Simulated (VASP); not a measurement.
Set up this calculation in VASP 6.6.1, as the native input.

- Task: single point
- Functional: PBEsol
- Potentials or basis: VASP PAW PBE potentials, release 64 (Si, W_sv)
- Cutoff: 520 eV
- k mesh: 18 × 18 × 18
- Occupations: gaussian, width 0.1 eV
- Spin: no spin polarisation
- Dipole correction: no
- Further INCAR settings: ALGO = Normal; EDIFF = 1e-06; NBANDS = 18

The structure of Si2W lies in POSCAR:

```
Si2W
1.0
   -1.6012849390      1.6012849390      3.9079610362
    1.6012849390     -1.6012849390      3.9079610362
    1.6012849390      1.6012849390     -3.9079610362
Si W
2 1
Direct
    0.3345424458      0.3345424458      0.0000000000
    0.6654575542      0.6654575542      0.0000000000
    0.0000000000      0.0000000000      0.0000000000
```

One way to write it, as run:

INCAR

```
PREC = Accurate
ENCUT = 520
EDIFF = 1E-6
ISMEAR = 0
SIGMA = 0.1
LREAL = False
LASPH = True
NELM = 80
ALGO = Normal
ISIF = 2
LWAVE = False
LCHARG = True
GGA = PS
LELF = True
LVHAR = True
NBANDS = 18
```

KPOINTS

```
regular mesh
0
Gamma
  18 18 18
```

Potentials or basis: VASP PAW PBE potentials, release 64 (Si, W_sv).

Launch:

```bash
$ cat potpaw_PBE.64/Si/POTCAR potpaw_PBE.64/W_sv/POTCAR > POTCAR
$ mpirun -np 1 vasp_std > vasp.out
```

It gave:

```yaml
Pressure: 0.3 GPa
Largest_force: 0.008 eV/Å
Band_gap_on_the_k_mesh: zero (band 11 reaches 12.75 eV, above the bottom of band 12 at 11.45 eV)
```

Caveat: the PAW data sets were made with another functional, which shifts forces and pressure a little; spin-orbit coupling is left out, which moves the levels of the heavy elements.

Wall time 5.1 min on 1 thread of AMD EPYC 9R45 96-Core Processor (Zen 5), on a shared host, peak memory 0.43 GiB.
